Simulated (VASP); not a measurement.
# Ge5Br (P6/mmm) in VASP: further runs

Runs on Ge5Br. Level: PBE. Tasks: single point.

All numbers are computed with VASP 6.6.1; they aren't measurements. Logs are shortened: lines on timing, memory, paths and dates and some standing lists are left out, and cuts for length are marked.

### 1 The cell of the first run

Symmetry: P6/mmm, No. 191, hexagonal system. Conventional cell: a = 4.866 Å, b = 4.866 Å, c = 6.606 Å, α = 90.00°, β = 90.00°, γ = 120.00°. Ge (site symmetry 3m) has 7 Ge at 2.70 to 3.12 Å and 3 Br at 3.42 Å within 3.6 Å. Ge (site symmetry 6/mmm) has 12 Ge at 3.12 Å and 2 Br at 3.30 Å within 4.1 Å. Br (site symmetry 6/mmm) has 14 Ge at 3.30 to 3.42 Å within 4.3 Å.

The cell was generated, and may not be a known phase.

### 2 Single point, PBE

INCAR

```
  PREC = Accurate
  ENCUT = 520
  EDIFF = 1E-7
  ISMEAR = 0
  SIGMA = 0.1
  LREAL = F
  LASPH = T
  NELM = 60
  ALGO = Normal
  ISIF = 2
  LWAVE = F
  LCHARG = T
  GGA = PE
  LELF = T
  LVHAR = T
  NBANDS = 48
```

KPOINTS

```
Automatic mesh
0
Gamma
  6 6 4
```

POSCAR

```
Ge5Br
1.0
    4.8661154700      0.0000000000      0.0000000000
   -2.4330577300      4.2141796100      0.0000000000
    0.0000000000      0.0000000000      6.6055122000
Ge Br
5 1
Direct
    0.6666666700      0.3333333300      0.7959949400
    0.0000000000      0.0000000000      0.0000000000
    0.6666666700      0.3333333300      0.2040050600
    0.3333333300      0.6666666700      0.2040050600
    0.3333333300      0.6666666700      0.7959949400
    0.0000000000      0.0000000000      0.5000000000
```

Potentials or basis: VASP PAW PBE potentials, release 64 (Ge_d, Br).

Launch:

```sh
$ cat potpaw_PBE.64/Ge_d/POTCAR potpaw_PBE.64/Br/POTCAR > POTCAR
$ mpirun -np 1 vasp_std > vasp.out
```

OUTCAR:

```text
PREC = Accurate
   ENCUT = 520
   EDIFF = 1E-7
   ISMEAR = 0
   LREAL = F
   LASPH = T
   NELM = 60
   ISIF = 2
   GGA = PE

 ion  position               nearest neighbor table
   1  0.667  0.333  0.796-   3 2.70   5 2.81   5 2.81   5 2.81
   2  0.000  0.000  0.000-
   3  0.667  0.333  0.204-   1 2.70   4 2.81   4 2.81   4 2.81
   4  0.333  0.667  0.204-   5 2.70   3 2.81   3 2.81   3 2.81
   5  0.333  0.667  0.796-   4 2.70   1 2.81   1 2.81   1 2.81
   6  0.000  0.000  0.500-

  LATTYP: Found a hexagonal cell.
 ALAT       =     4.8661154700
 C/A-ratio  =     1.3574507717

  Lattice vectors:

 A1 = (   4.8661154700,   0.0000000000,   0.0000000000)
 A2 = (  -2.4330577300,   4.2141796100,   0.0000000000)
 A3 = (   0.0000000000,   0.0000000000,   6.6055122000)

Analysis of symmetry for initial positions (statically):
=====================================================================
 Subroutine PRICEL returns:
 Original cell was already a primitive cell.

 Routine SETGRP: Setting up the symmetry group for a
 hexagonal supercell.

 Subroutine GETGRP returns: Found 24 space group operations
 (whereof 24 operations were pure point group operations)
 out of a pool of 24 trial point group operations.

The static configuration has the point symmetry D_6h.

Analysis of symmetry for dynamics (positions and initial velocities):
=====================================================================
 Subroutine PRICEL returns:
 Original cell was already a primitive cell.

 Routine SETGRP: Setting up the symmetry group for a
 hexagonal supercell.

 Subroutine GETGRP returns: Found 24 space group operations
 (whereof 24 operations were pure point group operations)
 out of a pool of 24 trial point group operations.

The dynamic configuration has the point symmetry D_6h.

 Subroutine INISYM returns: Found 24 space group operations
 (whereof 24 operations are pure point group operations),
 and found     1 'primitive' translations

----------------------------------------------------------------------------------------

                                     Primitive cell

  volume of cell :     135.4572

  direct lattice vectors                    reciprocal lattice vectors
     4.866115470  0.000000000  0.000000000     0.205502727  0.118647055  0.000000000
    -2.433057730  4.214179610  0.000000000     0.000000000  0.237294110  0.000000000
     0.000000000  0.000000000  6.605512200     0.000000000  0.000000000  0.151388714

  length of vectors
     4.866115470  4.866115463  6.605512200     0.237294110  0.237294110  0.151388714

  position of ions in fractional coordinates (direct lattice)
     0.666666670  0.333333330  0.795994940
     0.000000000  0.000000000  0.000000000
     0.666666670  0.333333330  0.204005060
     0.333333330  0.666666670  0.204005060
     0.333333330  0.666666670  0.795994940
     0.000000000  0.000000000  0.500000000

  ion indices of the primitive-cell ions
   primitive index   ion index
                 1           1
                 2           2
                 3           3
                 4           4
                 5           5
                 6           6

----------------------------------------------------------------------------------------

 KPOINTS: Automatic mesh

Automatic generation of k-mesh.
 Grid dimensions read from file:
 generate k-points for:    6    6    4

 Generating k-lattice:

  Cartesian coordinates                     Fractional coordinates (reciprocal lattice)
     0.034250455  0.019774509  0.000000000     0.166666667  0.000000000  0.000000000
     0.000000000  0.039549018  0.000000000     0.000000000  0.166666667  0.000000000
     0.000000000  0.000000000  0.037847179     0.000000000  0.000000000  0.250000000

  Length of vectors
     0.039549018  0.039549018  0.037847179

  Shift w.r.t. Gamma in fractional coordinates (k-lattice)
     0.000000000  0.000000000  0.000000000

 Subroutine IBZKPT returns following result:
 ===========================================

 Found     21 irreducible k-points:

 Following reciprocal coordinates:
            Coordinates               Weight
  0.000000  0.000000  0.000000      1.000000
  0.166667  0.000000  0.000000      6.000000
  0.333333  0.000000  0.000000      6.000000
  0.500000  0.000000  0.000000      3.000000
  0.166667  0.166667  0.000000      6.000000
  0.333333  0.166667  0.000000     12.000000
[... 13 lines left out ...]
  0.333333  0.166667  0.500000     12.000000
  0.333333  0.333333  0.500000      2.000000
   k-points           NKPTS =     21   k-points in BZ     NKDIM =     21   number of bands    NBANDS=     48
   number of dos      NEDOS =    301   number of ions     NIONS =      6
   total plane-waves  NPLWV =  64800
   dimension x,y,z NGX =    36 NGY =   36 NGZ =   50
   dimension x,y,z NGXF=    72 NGYF=   72 NGZF=  100
   ions per type =               5   1
   NGX,Y,Z   is equivalent  to a cutoff of  12.30, 12.30, 12.58 a.u.
   NGXF,Y,Z  is equivalent  to a cutoff of  24.60, 24.60, 25.17 a.u.
 SYSTEM =  unknown system
   PREC   = accura    normal or accurate (medium, high low for compatibility)
   ISTART =      0    job   : 0-new  1-cont  2-samecut
   ICHARG =      2    charge: 1-file 2-atom 10-const
   ISPIN  =      1    spin polarized calculation?
   LNONCOLLINEAR =      F non collinear calculations
   LSORBIT =      F    spin-orbit coupling
   LASPH  =      T    aspherical Exc in radial PAW
   ENCUT  =  520.0 eV  38.22 Ry    6.18 a.u.   9.05  9.05 12.28*2*pi/ulx,y,z
   NELM   =     60;   NELMIN=  2; NELMDL= -5     # of ELM steps
   EDIFF  = 0.1E-06   stopping-criterion for ELM
   LREAL  =      F    real-space projection
   EDIFFG = 0.1E-05   stopping-criterion for IOM
   NSW    =      0    number of steps for IOM
   IBRION =     -1    ionic relax: 0-MD 1-quasi-New 2-CG
   NFREE  =      0    steps in history (QN), initial steepest desc. (CG)
   ISIF   =      2    stress and relaxation
   ISYM   =      2    0-nonsym 1-usesym 2-fastsym
   POTIM  = 0.5000    time-step for ionic-motion
   TEBEG  =    0.0;   TEEND  =   0.0 temperature during run
   PSTRESS=    0.0 pullay stress
   NELECT =      77.0000    total number of electrons
   NUPDOWN=      -1.0000    fix difference up-down
   EMIN   =  10.00;   EMAX   =-10.00  energy-range for DOS
   EFERMI =   0.00;   METHOD = LEGACY
   ISMEAR =     0;   SIGMA  =   0.10  broadening in eV -4-tet -1-fermi 0-gaus
   EFERMI_NEDOS =   21; number of points for ismear=-14 and -15
   IALGO  =     38    algorithm
   IMIX   =      4    mixing-type and parameters
     AMIX     =   0.40;   BMIX     =  1.00
     AMIX_MAG =   1.60;   BMIX_MAG =  1.00
  volume/ion in A,a.u.               =      22.58       152.35
  Fermi-wavevector in a.u.,A,eV,Ry     =   1.356140  2.562732 25.022676  1.839115
  Thomas-Fermi vector in A             =   2.483168
   LORBIT       =      0    0 simple, 1 ext, 2 COOP (PROOUT), +10 PAW based schemes
   GGA     = PE    functional components
   LHFCALC =     F    Hartree Fock is set to
   AEXX    =    0.0000 exact exchange contribution
   IVDW    =     0    specifies the selected vdW correction
   LEPSILON=     F    determine dielectric tensor
   LRPA    =     F    only Hartree local field effects (RPA)
 non-spin polarized calculation
 Gauss-broadening in eV      SIGMA  =   0.10
  energy-cutoff  :      520.00
  volume of cell :      135.46
 maximum number of plane-waves:      3675
   NGX = 19   NGY = 19   NGZ = 25

 number of electron      76.9999982 magnetization

 Free energy of the ion-electron system (eV)
  ---------------------------------------------------
  ext. energy  EPLUGINS =         0.00000000
  ---------------------------------------------------
  free energy    TOTEN  =       -22.14300811 eV

  energy without entropy =      -22.12011365  energy(sigma->0) =      -22.13156088

 E-fermi :   4.6073     XC(G=0): -10.2309

 val. band max:        4.5579380738   @ k =   0.1667   0.1667   0.0000
 cond. band min:       4.6121089506   @ k =   0.3333   0.1667   0.2500
 fundamental gap:      0.0541708768
 Fermi energy:         4.6073309272

 k-point     1 :       0.0000    0.0000    0.0000
  band No.  band energies     occupation
      1     -20.1977      2.00000
      2     -20.1875      2.00000
      3     -20.1875      2.00000
      4     -20.1367      2.00000
      5     -20.1367      2.00000
      6     -19.9883      2.00000
[... 40 lines left out ...]
     47      10.1314      0.00000
     48      10.1314      0.00000

 k-point     2 :       0.1667    0.0000    0.0000
  band No.  band energies     occupation
      1     -20.1978      2.00000
      2     -20.1873      2.00000
      3     -20.1873      2.00000
      4     -20.1363      2.00000
      5     -20.1357      2.00000
      6     -19.9864      2.00000
[... 40 lines left out ...]
     47      10.3831      0.00000
     48      10.5144      0.00000

 k-point     3 :       0.3333    0.0000    0.0000
  band No.  band energies     occupation
      1     -20.1981      2.00000
      2     -20.1869      2.00000
      3     -20.1864      2.00000
      4     -20.1354      2.00000
      5     -20.1341      2.00000
      6     -19.9809      2.00000
[... 40 lines left out ...]
     47       9.9807      0.00000
     48      10.6139      0.00000

 k-point     4 :       0.5000    0.0000    0.0000
  band No.  band energies     occupation
      1     -20.1982      2.00000
      2     -20.1867      2.00000
      3     -20.1857      2.00000
      4     -20.1349      2.00000
      5     -20.1336      2.00000
      6     -19.9750      2.00000
[... 805 lines left out ...]
     47       9.7331      0.00000
     48      10.1656      0.00000

 k-point    20 :       0.3333    0.1667    0.5000
  band No.  band energies     occupation
      1     -20.1981      2.00000
      2     -20.1864      2.00000
      3     -20.1858      2.00000
      4     -20.1349      2.00000
      5     -20.1338      2.00000
      6     -19.9733      2.00000
[... 40 lines left out ...]
     47       9.5552      0.00000
     48      10.2050      0.00000

 k-point    21 :       0.3333    0.3333    0.5000
  band No.  band energies     occupation
      1     -20.1983      2.00000
      2     -20.1857      2.00000
      3     -20.1857      2.00000
      4     -20.1342      2.00000
      5     -20.1342      2.00000
      6     -19.9662      2.00000
[... 40 lines left out ...]
     47      10.2272      0.00000
     48      11.0237      0.00000

------------------------ aborting loop because EDIFF is reached ----------------------------------------

  FORCE on cell =-STRESS in cart. coord.  units (eV):
  Direction    XX          YY          ZZ          XY          YZ          ZX
  --------------------------------------------------------------------------------------
  -------------------------------------------------------------------------------------
  Total       -2.2236085     -2.2236085      1.5550882     -0.0000000     -0.0000000      0.0000000
  in kB      -26.3006783    -26.3006782     18.3934694     -0.0000000     -0.0000000      0.0000000
  external PRESSURE =     -11.4026290 kB  Pullay stress =       0.0000000 kB

 VOLUME and BASIS-vectors are now :
 -----------------------------------------------------------------------------
  energy-cutoff  :      520.00
  volume of cell :      135.46
      direct lattice vectors                 reciprocal lattice vectors
     4.866115470  0.000000000  0.000000000     0.205502727  0.118647055  0.000000000
    -2.433057730  4.214179610  0.000000000     0.000000000  0.237294110  0.000000000
     0.000000000  0.000000000  6.605512200     0.000000000  0.000000000  0.151388714

 POSITION                                       TOTAL-FORCE (eV/Angst)
 -----------------------------------------------------------------------------------
      2.43306      1.40473      5.25795         0.000000     -0.000000      0.011974
      0.00000      0.00000      0.00000         0.000000      0.000000     -0.000000
      2.43306      1.40473      1.34756        -0.000000     -0.000000     -0.011974
     -0.00000      2.80945      1.34756        -0.000000      0.000000     -0.011974
     -0.00000      2.80945      5.25795         0.000000      0.000000      0.011974
      0.00000      0.00000      3.30276         0.000000      0.000000     -0.000000
 -----------------------------------------------------------------------------------
    total drift:                                0.000000      0.000000      0.000000

  FREE ENERGIE OF THE ION-ELECTRON SYSTEM (eV)
  ---------------------------------------------------
  free  energy   TOTEN  =       -22.1430081111 eV

  energy  without entropy=      -22.1201136484  energy(sigma->0) =      -22.13156088
```

It took 2 min on 1 thread of Intel Xeon Platinum 8488C (Sapphire Rapids), shared host; peak memory 0.29 GiB.

What came out:

```yaml
Free_energy: -22.1430 eV
Pressure: -1.1 GPa
Largest_force: 0.012 eV/Å
Band_gap_on_the_k_mesh: zero (an odd number of electrons rules out a gap without spin polarisation)
```

Forces on the atoms (eV/Å):
```
Ge   0.000  0.000  0.012
Ge   0.000  0.000  0.000
Ge   0.000  0.000 -0.012
Ge   0.000  0.000 -0.012
Ge   0.000  0.000  0.012
Br   0.000  0.000  0.000
```

Levels at points of the mesh, in eV from the Fermi level:
```tsv
k point	band 35	band 36	band 37	band 38	band 39	band 40	band 41	band 42
(0.00, 0.00, 0.00)	-2.46	-2.46	-2.42	-1.08	-1.08	-0.40	-0.40	0.95
(0.50, 0.00, 0.00)	-2.14	-1.46	-1.20	-0.23	0.86	1.38	2.49	2.92
(0.00, 0.00, 0.50)	-2.30	-2.30	-1.74	-1.74	-0.78	-0.78	-0.24	0.05
(0.50, 0.00, 0.50)	-2.46	-1.46	-1.22	-0.19	0.44	1.87	2.27	2.95
```

Caveat: an odd number of electrons without spin polarisation forces a metal; a magnetic or distorted state may lie lower.

(Part 1 of 2 ends here.)

The gap in the log of VASP goes by the Fermi energy; the results here count the filled bands.